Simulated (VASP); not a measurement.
Input of a VASP 6.6.1 run:

POSCAR

```
ZnO
1.0
    3.2493080000      0.0000000000      0.0000000000
   -1.6246540000      2.8139832727      0.0000000000
    0.0000000000      0.0000000000      5.2057090000
Zn O
2 2
Direct
    0.6666666667      0.3333333333      0.0000000000
    0.3333333333      0.6666666667      0.5000000000
    0.3333333333      0.6666666667      0.8790100000
    0.6666666667      0.3333333333      0.3790100000
```

INCAR.step1

```
  ALGO = Normal
  EDIFF = 1E-5
  ENCUT = 910
  GGA = PE
  GGA_COMPAT = F
  ISMEAR = -1
  LASPH = T
  LCHARG = F
  LREAL = F
  LWAVE = T
  NBANDS = 26
  NELM = 120
  PREC = Accurate
  SIGMA = 0.05
```

The input INCAR.step2:

```
  ALGO = Normal
  EDIFF = 1E-6
  ENCUT = 910
  GGA_COMPAT = F
  ISIF = 2
  ISMEAR = -1
  ISTART = 1
  LASPH = T
  LCHARG = F
  LMIXTAU = T
  LREAL = F
  LWAVE = F
  METAGGA = R2SCAN
  NBANDS = 26
  NELM = 120
  PREC = Accurate
  SIGMA = 0.05
```

Contents of KPOINTS:

```
k-points
0
Gamma
  9 9 5
```

Potentials or basis: VASP PAW PBE potentials, release 64 (Zn, O_h).

Run with:

```bash
$ cat potpaw_PBE.64/Zn/POTCAR potpaw_PBE.64/O_h/POTCAR > POTCAR
$ cp INCAR.step1 INCAR
$ mpirun -np 1 vasp_std > vasp.out
$ cp INCAR.step2 INCAR
$ mpirun -np 1 vasp_std > vasp.out
```

What does it give for the pressure?

-0.4 GPa.

Estimate the band gap on the k mesh.

1.23 eV.

What does it give for the largest force?

0.072 eV/Å.

Stress tensor (GPa, compression positive):
```
-0.88  0.00  0.00
 0.00 -0.88  0.00
 0.00  0.00  0.69
```

Caveat: the cutoff is under 1.25 times the usual one of these potentials, so pressure, stress and relaxed cells hold a basis-set (Pulay) error; the PAW data sets were made with another functional, which shifts forces and pressure a little.

**Measured values to compare with.**

“Electronic structure of alkaline earth and post-transition metal oxides”, 2009, arxiv:0908.1581 quotes, for a bulk crystal of ZnO: band gap 3.37 eV.

Measured gap of ZnO: 3.37 eV (quoted in “Electronic structure of alkaline earth and post-transition metal oxides”, 2009, arxiv:0908.1581). This calculation gives 1.23 eV (-2.14 eV). So large a miss can be the level of theory's own, or it may mean another phase, state or a wrong row. The value is that of r2SCAN, without temperature or zero-point motion.
